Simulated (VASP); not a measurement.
# BPd4 (I-43m) in VASP: notebook

Runs on BPd4. Level: PBE. Tasks: single point.

Everything below comes from runs of VASP 6.6.1. Logs are shortened: lines on timing, memory, paths and dates and some standing lists are left out, and cuts for length are marked.

## 1. The cell of the first run

The structure is cubic, space group I-43m (No. 217). The conventional cell has a = 5.371 Å, b = 5.371 Å, c = 5.371 Å, α = 90.00°, β = 90.00°, γ = 90.00°. B (site symmetry -43m) has 8 Pd at 2.02 to 2.64 Å within 2.7 Å. Within 2.7 Å of Pd (site symmetry 3m) lie 2 B at 2.02 to 2.64 Å.

## 2. Single point, PBE

INCAR

```
SYSTEM = BPd4
PREC     = Accurate       ! precision mode
ENCUT    = 520            ! plane-wave cutoff, eV
EDIFF    = 1E-6           ! SCF threshold, eV
ISMEAR   = 0              ! smearing method
SIGMA    = 0.1            ! smearing width, eV
LREAL    = .FALSE.        ! projectors in reciprocal space
LASPH    = .TRUE.         ! aspherical terms in the spheres
NELM     = 60             ! most SCF steps
ALGO     = Fast           ! electronic algorithm
ISIF     = 2              ! what is computed and relaxed
LWAVE    = .FALSE.        ! write WAVECAR
LCHARG   = .FALSE.        ! write CHGCAR
GGA      = PE             ! functional
NBANDS   = 30             ! bands
```

KPOINTS

```
regular mesh
0
G
  10 10 10
  0 0 0
```

POSCAR

```
BPd4
1.0
   -2.6856007141      2.6856007141      2.6856007141
    2.6856007141     -2.6856007141      2.6856007141
    2.6856007141      2.6856007141     -2.6856007141
B Pd
1 4
Direct
    0.0000000000      0.0000000000      0.0000000000
    0.4332347660      0.4332347660      0.4332347660
    0.5667652340      0.0000000000      0.0000000000
    0.0000000000      0.0000000000      0.5667652340
    0.0000000000      0.5667652340      0.0000000000
```

Potentials or basis: VASP PAW PBE potentials, release 64 (B, Pd).

Command:

```bash
$ cat potpaw_PBE.64/B/POTCAR potpaw_PBE.64/Pd/POTCAR > POTCAR
$ mpirun -np 1 vasp_std > vasp.out
```

OUTCAR:

```text
SYSTEM = BPd4
   PREC = Accurate
   ENCUT = 520
   EDIFF = 1E-6
   ISMEAR = 0
   LREAL = .FALSE.
   LASPH = .TRUE.
   NELM = 60
   ISIF = 2
   GGA = PE

 ion  position               nearest neighbor table
   1  0.000  0.000  0.000-   2 2.02   3 2.02   4 2.02   5 2.02   5 2.64   4 2.64   3 2.64   2 2.64

   2  0.433  0.433  0.433-   1 2.02   1 2.64   3 2.73   5 2.73   4 2.73   5 2.73   4 2.73   3 2.73
                             4 3.29   5 3.29   3 3.29
   3  0.567  0.000  0.000-   1 2.02   1 2.64   2 2.73   4 2.73   2 2.73   5 2.73   4 2.73   5 2.73
                             4 3.29   5 3.29   2 3.29
   4  0.000  0.000  0.567-   1 2.02   1 2.64   3 2.73   2 2.73   5 2.73   3 2.73   5 2.73   2 2.73
                             3 3.29   5 3.29   2 3.29
   5  0.000  0.567  0.000-   1 2.02   1 2.64   2 2.73   4 2.73   3 2.73   3 2.73   4 2.73   2 2.73
                             3 3.29   4 3.29   2 3.29

  LATTYP: Found a body centered cubic cell.
 ALAT       =     5.3712014282

  Lattice vectors:

 A1 = (  -2.6856007141,   2.6856007141,   2.6856007141)
 A2 = (   2.6856007141,  -2.6856007141,   2.6856007141)
 A3 = (   2.6856007141,   2.6856007141,  -2.6856007141)

Analysis of symmetry for initial positions (statically):
=====================================================================
 Subroutine PRICEL returns:
 Original cell was already a primitive cell.

 Routine SETGRP: Setting up the symmetry group for a
 body centered cubic supercell.

 Subroutine GETGRP returns: Found 24 space group operations
 (whereof 24 operations were pure point group operations)
 out of a pool of 48 trial point group operations.

The static configuration has the point symmetry T_d .

Analysis of symmetry for dynamics (positions and initial velocities):
=====================================================================
 Subroutine PRICEL returns:
 Original cell was already a primitive cell.

 Routine SETGRP: Setting up the symmetry group for a
 body centered cubic supercell.

 Subroutine GETGRP returns: Found 24 space group operations
 (whereof 24 operations were pure point group operations)
 out of a pool of 48 trial point group operations.

The dynamic configuration has the point symmetry T_d .

 Subroutine INISYM returns: Found 24 space group operations
 (whereof 24 operations are pure point group operations),
 and found     1 'primitive' translations

[... 99 lines left out ...]
   NELM   =     60;   NELMIN=  2; NELMDL= -5     # of ELM steps
   EDIFF  = 0.1E-05   stopping-criterion for ELM
   LREAL  =      F    real-space projection
   EDIFFG = 0.1E-04   stopping-criterion for IOM
   NSW    =      0    number of steps for IOM
   IBRION =     -1    ionic relax: 0-MD 1-quasi-New 2-CG
   NFREE  =      0    steps in history (QN), initial steepest desc. (CG)
   ISIF   =      2    stress and relaxation
   ISYM   =      2    0-nonsym 1-usesym 2-fastsym
   POTIM  = 0.5000    time-step for ionic-motion
   TEBEG  =    0.0;   TEEND  =   0.0 temperature during run
   PSTRESS=    0.0 pullay stress
   NELECT =      43.0000    total number of electrons
   NUPDOWN=      -1.0000    fix difference up-down
   EMIN   =  10.00;   EMAX   =-10.00  energy-range for DOS
   EFERMI =   0.00;   METHOD = LEGACY
   ISMEAR =     0;   SIGMA  =   0.10  broadening in eV -4-tet -1-fermi 0-gaus
   EFERMI_NEDOS =   21; number of points for ismear=-14 and -15
   IALGO  =     68    algorithm
   IMIX   =      4    mixing-type and parameters
     AMIX     =   0.40;   BMIX     =  1.00
     AMIX_MAG =   1.60;   BMIX_MAG =  1.00
  volume/ion in A,a.u.               =      15.50       104.57
  Fermi-wavevector in a.u.,A,eV,Ry     =   1.345353  2.542348 24.626196  1.809974
  Thomas-Fermi vector in A             =   2.473273
   LORBIT       =      0    0 simple, 1 ext, 2 COOP (PROOUT), +10 PAW based schemes
   GGA     = PE    functional components
   LHFCALC =     F    Hartree Fock is set to
   AEXX    =    0.0000 exact exchange contribution
   IVDW    =     0    specifies the selected vdW correction
   LEPSILON=     F    determine dielectric tensor
   LRPA    =     F    only Hartree local field effects (RPA)
 non-spin polarized calculation
 RMM-DIIS sequential band-by-band and
 Gauss-broadening in eV      SIGMA  =   0.10
  energy-cutoff  :      520.00
  volume of cell :       77.48
 maximum number of plane-waves:      2110
   NGX = 17   NGY = 17   NGZ = 17

 number of electron      43.0000013 magnetization

 Free energy of the ion-electron system (eV)
  ---------------------------------------------------
  ext. energy  EPLUGINS =         0.00000000
  ---------------------------------------------------
  free energy    TOTEN  =       -27.20597948 eV

  energy without entropy =      -27.18475916  energy(sigma->0) =      -27.19536932

 E-fermi :   7.1896     XC(G=0): -11.9521

 val. band max:        7.1888808970   @ k =   0.5000   0.5000   0.3000
 cond. band min:       7.1987082940   @ k =  -0.2000   0.3000   0.1000
 fundamental gap:      0.0098273970
 Fermi energy:         7.1895697844

 k-point     1 :       0.0000    0.0000    0.0000
  band No.  band energies     occupation
      1      -2.1050      2.00000
      2       2.4650      2.00000
      3       2.9310      2.00000
      4       2.9310      2.00000
      5       3.4577      2.00000
      6       3.4577      2.00000
[... 781 lines left out ...]
     29      16.3694      0.00000
     30      17.0988      0.00000

 [... further k-points ...]

------------------------ aborting loop because EDIFF is reached ----------------------------------------

  FORCE on cell =-STRESS in cart. coord.  units (eV):
  Direction    XX          YY          ZZ          XY          YZ          ZX
  --------------------------------------------------------------------------------------
  -------------------------------------------------------------------------------------
  Total        0.0177517      0.0177517      0.0177517      0.0000000     -0.0000000      0.0000000
  in kB        0.3670844      0.3670844      0.3670844      0.0000000     -0.0000000      0.0000000
  external PRESSURE =       0.3670844 kB  Pullay stress =       0.0000000 kB

 VOLUME and BASIS-vectors are now :
 -----------------------------------------------------------------------------
  energy-cutoff  :      520.00
  volume of cell :       77.48
      direct lattice vectors                 reciprocal lattice vectors
    -2.685600714  2.685600714  2.685600714     0.000000000  0.186178086  0.186178086
     2.685600714 -2.685600714  2.685600714     0.186178086  0.000000000  0.186178086
     2.685600714  2.685600714 -2.685600714     0.186178086  0.186178086  0.000000000

 POSITION                                       TOTAL-FORCE (eV/Angst)
 -----------------------------------------------------------------------------------
      0.00000      0.00000      0.00000         0.000000     -0.000000     -0.000000
      1.16350      1.16350      1.16350         0.030829      0.030829      0.030829
     -1.52211      1.52211      1.52211         0.030829     -0.030829     -0.030829
      1.52211      1.52211     -1.52211        -0.030829     -0.030829      0.030829
      1.52211     -1.52211      1.52211        -0.030829      0.030829     -0.030829
 -----------------------------------------------------------------------------------
    total drift:                               -0.000001     -0.000001     -0.000001

  FREE ENERGIE OF THE ION-ELECTRON SYSTEM (eV)
  ---------------------------------------------------
  free  energy   TOTEN  =       -27.2059794768 eV

  energy  without entropy=      -27.1847591585  energy(sigma->0) =      -27.19536932
```

It took 43 s on 1 thread of Intel Xeon 6975P-C (Granite Rapids), shared host; peak memory 0.25 GiB.

What came out:

- Free energy: -27.2060 eV
- Pressure: 0.0 GPa
- Largest force: 0.053 eV/Å

Forces on the atoms (eV/Å):
```
B    0.000  0.000  0.000
Pd   0.031  0.031  0.031
Pd   0.031 -0.031 -0.031
Pd  -0.031 -0.031  0.031
Pd  -0.031  0.031 -0.031
```

Levels at points of the mesh, in eV from the Fermi level:
```tsv
k point	band 20	band 21	band 22	band 23	band 24	band 25
(0.00, 0.00, 0.00)	0.15	0.15	0.81	0.81	0.81	5.88
(0.50, 0.00, 0.00)	-0.94	-0.82	-0.78	2.31	2.49	3.57
(0.50, 0.50, 0.50)	-0.26	-0.26	1.10	1.10	2.97	2.97
```

## 3. Single point, PBE

This run uses another cell than the first one, of 15.54 Å³/atom, 1.003 times its volume.

INCAR

```
SYSTEM = BPd4
PREC     = Accurate       ! precision mode
ENCUT    = 540            ! plane-wave cutoff, eV
EDIFF    = 1E-6           ! SCF threshold, eV
ISMEAR   = 0              ! smearing method
SIGMA    = 0.1            ! smearing width, eV
LREAL    = .False.        ! projectors in reciprocal space
LASPH    = .True.         ! aspherical terms in the spheres
NELM     = 120            ! most SCF steps
ALGO     = Normal         ! electronic algorithm
ISIF     = 2              ! what is computed and relaxed
LWAVE    = .False.        ! write WAVECAR
LCHARG   = .False.        ! write CHGCAR
GGA      = PE             ! functional
NBANDS   = 46             ! bands
GGA_COMPAT= .False.
```

KPOINTS

```
regular mesh
0
Gamma
  4 4 4
  0 0 0
```

POSCAR

```
BPd4
1.0
   -2.6880927074      2.6880927074      2.6880927074
    2.6880927074     -2.6880927074      2.6880927074
    2.6880927074      2.6880927074     -2.6880927074
B Pd
1 4
Direct
    0.0000000000      0.0000000000      0.0000000000
    0.4317432596      0.4317432596      0.4317432596
    0.5682567404      0.0000000000      0.0000000000
    0.0000000000      0.0000000000      0.5682567404
    0.0000000000      0.5682567404      0.0000000000
```

Potentials or basis: VASP PAW PBE potentials, release 64 (B, Pd_sv_GW).

Command:

```bash
$ cat potpaw_PBE.64/B/POTCAR potpaw_PBE.64/Pd_sv_GW/POTCAR > POTCAR
$ mpirun -np 1 vasp_std > vasp.out
```

Wall time 21 s (1 thread of Intel Xeon 6975P-C (Granite Rapids), shared host); peak memory 0.21 GiB.

Results (log left out):

* Free energy: -21.3440 eV
* Pressure: -2.0 GPa
* Largest force: 0.040 eV/Å

Forces in eV/Å, atoms in the order of the input:
```
B    0.000  0.000  0.000
Pd   0.023  0.023  0.023
Pd   0.023 -0.023 -0.023
Pd  -0.023 -0.023  0.023
Pd  -0.023  0.023 -0.023
```

Levels at points of the mesh, in eV from the Fermi level:
```csv
k point,band 33,band 34,band 35,band 36,band 37,band 38,band 39,band 40,band 41,band 42
"(0.00, 0.00, 0.00)",-1.24,-1.24,0.15,0.15,0.15,0.88,0.88,0.88,5.91,5.91
"(0.50, 0.00, 0.00)",-1.26,-1.03,-1.03,-0.91,-0.81,-0.75,2.37,2.50,3.61,4.68
"(0.50, 0.50, 0.50)",-1.30,-0.94,-0.94,-0.27,-0.27,1.12,1.12,2.98,2.98,2.98
```

Caveat: the k points lie up to 0.41 Å⁻¹ apart.

[end of part 1 of 2]
